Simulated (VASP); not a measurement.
Wanted: the native input for a VASP 6.6.1 run.

- Task: single point
- Functional: LDA
- Potentials or basis: VASP PAW LDA potentials, release 64 (Ti_sv, Ni)
- Cutoff: 520 eV
- k mesh: 12 × 12 × 9
- Occupations: fermi-dirac, width 0.08 eV
- Spin: collinear spin, ferromagnetic start
- Starting moments: [0.2, 0.2] μB
- Fixed moment: 0.4 μB
- Dipole correction: no
- Further INCAR settings: ALGO = Normal; EDIFF = 1e-06; NBANDS = 22

The structure of TiNi lies in POSCAR:

```
TiNi
1.0
    2.7358030000      0.0000000000      0.0000000000
    0.0000000000      2.7358030000      0.0000000000
    0.0000000000      0.0000000000      3.5814100000
Ti Ni
1 1
Direct
    0.5000000000      0.5000000000      0.5000000000
    0.0000000000      0.0000000000      0.0000000000
```

One way to write it, as run:

INCAR

```
ALGO = Normal ; EDIFF = 1E-6
ENCUT = 520 ; GGA = CA
ISIF = 2 ; ISMEAR = -1
ISPIN = 2 ; LASPH = True
LCHARG = True ; LELF = True
LMAXMIX = 4 ; LORBIT = 11
LREAL = False ; LVHAR = True
LWAVE = False ; MAGMOM = 0.2 0.2
NBANDS = 22 ; NELM = 150
NUPDOWN = 0.4 ; PREC = Accurate
SIGMA = 0.08
```

KPOINTS

```
k-points
0
Gamma
  12 12 9
```

Potentials or basis: VASP PAW LDA potentials, release 64 (Ti_sv, Ni).

Command:

```sh
$ cat potpaw_LDA.64/Ti_sv/POTCAR potpaw_LDA.64/Ni/POTCAR > POTCAR
$ mpirun -np 1 vasp_std > vasp.out
```

It gave:

The pressure is -11.5 GPa and the net moment is 0.40 μB per cell. The site moments are Ti +0.23; Ni +0.11 μB and the valence electrons inside the program's atomic spheres are Ti 10.33; Ni 9.35.

Caveat: the cell stands under tension; the total moment is fixed, so each spin has its own Fermi level and the state may be an excited one.

Run time: 59 s on 1 thread of Intel(R) Xeon(R) 6975P-C (Granite Rapids), with other jobs on the host, peak memory 0.23 GiB.
